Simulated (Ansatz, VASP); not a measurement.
**One calculation of IrRu2, two programs**

```
Ru Ir
1.0
     2.70782   -0.00001    0.00013
    -1.35392    2.34482   -0.00011
     0.00064   -0.00019   13.27491
Ru Ir
4 2
Direct
  0.33353 0.66658 0.33086
  0.33323 0.66681 0.83087
  0.66685 0.33336 0.16912
  0.66630 0.33335 0.66916
  0.00007 0.00012 0.00001
  0.00002 0.99979 0.49997
```

Change from the starting cell: cell x2, atoms moved at random (sigma 0.05 Å) and cell strained at random (1.5 %), then relaxed without symmetry.

Alike in both runs: functional PBE; k mesh 12 × 12 × 2; occupations gaussian, width 0.2 eV; no spin polarisation.

Ansatz relaxed the structure, and its values are those at the end. VASP's run is a single point on that final structure, the one shown.

```csv
,VASP,Ansatz
version,VASP 6.6.1,Ansatz 0.2.0
potentials or method,"VASP PAW PBE potentials, release 64 (Ru_pv, Ir), cutoff 520 eV","scalar-relativistic, plane waves, PAW"
valence electrons in the cell,74,98
```

Ansatz gave:

| Item | Value |
| --- | --- |
| gap on the k mesh at the Fermi level (eV) | none |
| pressure (GPa) | 0.0 |
| rms of the force components (eV/Å) | 0.003 |

**Question.** What did VASP give for the same quantities?

**Answer.** gap on the k mesh at the Fermi level (eV): none; pressure (GPa): 0.1; rms of the force components (eV/Å): 0.007.

A gap of «none» marks a metal or a gap that the smearing closes. The functional is the same, so the differences come from potentials, cutoffs and numerics. VASP's potentials hold 74 valence electrons a cell and Ansatz's 98, so a difference there can come from the potentials and not from the codes.

Spin-orbit coupling is off throughout.
